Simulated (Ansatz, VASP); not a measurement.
**Sn: VASP beside Ansatz**

File INCAR:

```
SYSTEM = Sn
PREC = Accurate
ENCUT = 520
EDIFF = 1E-8
ISMEAR = -1
SIGMA = 0.03
LREAL = .False.
LASPH = .True.
NELM = 80
ALGO = Normal
ISIF = 2
LWAVE = .False.
LCHARG = .False.
GGA = CA
LEFG = .True.
NBANDS = 21
```

Contents of KPOINTS:

```
regular mesh
0
Gamma
  9 9 9
  0 0 0
```

Contents of POSCAR:

```
Sn
1.0
    0.0000000000      3.2456000000      3.2456000000
    3.2456000000      0.0000000000      3.2456000000
    3.2456000000      3.2456000000      0.0000000000
Sn
2
Direct
    0.5000000000      0.5000000000      0.5000000000
    0.7500000000      0.7500000000      0.7500000000
```

Input for Ansatz:

```yaml
crystal:
  lattice:
    - [0.0, 3.2456, 3.2456]
    - [3.2456, 0.0, 3.2456]
    - [3.2456, 3.2456, 0.0]
  atoms:
    - { symbol: Sn, position: [0.5, 0.5, 0.5] }
    - { symbol: Sn, position: [0.75, 0.75, 0.75] }
kpoints:
  mp_grid: { grid: [9, 9, 9] }
  band_path:
    path:
      - [0.0, 0.0, 0.0]
      - [0.5, 0.0, 0.5]
      - [0.625, 0.25, 0.625]
      - [0.375, 0.375, 0.75]
      - [0.0, 0.0, 0.0]
      - [0.5, 0.5, 0.5]
      - [0.5, 0.25, 0.75]
      - [0.5, 0.0, 0.5]
    npoints: 8
scf:
  occupations: { method: fermi_dirac, width: 0.03 }
hamiltonian:
  xc: lda
  pseudopotentials: { kind: all_electron, datasets: crystal }
output:
  forces: true
  stress: true
  eigenvalues: true
  efg: { contact_densities: true }
```

Alike in both runs: task electric field gradients; functional LDA; k mesh 9 × 9 × 9; occupations fermi-dirac, width 0.03 eV; no spin polarisation.

|  | VASP | Ansatz |
| --- | --- | --- |
| version | VASP 6.6.1 | Ansatz 0.2.0 |
| potentials or method | VASP PAW LDA potentials, release 64 (Sn_d), cutoff 520 eV | all-electron PAW with datasets made for the crystal, scalar-relativistic |

|  | VASP | Ansatz | Ansatz less VASP |
| --- | --- | --- | --- |
| pressure (GPa) | -0.4 | -0.4 | +0.02 |

LDA's correlation is that of Perdew and Zunger in VASP and of Perdew and Wang (1992) in Ansatz. Ansatz ran all-electron here, and VASP with PAW potentials.
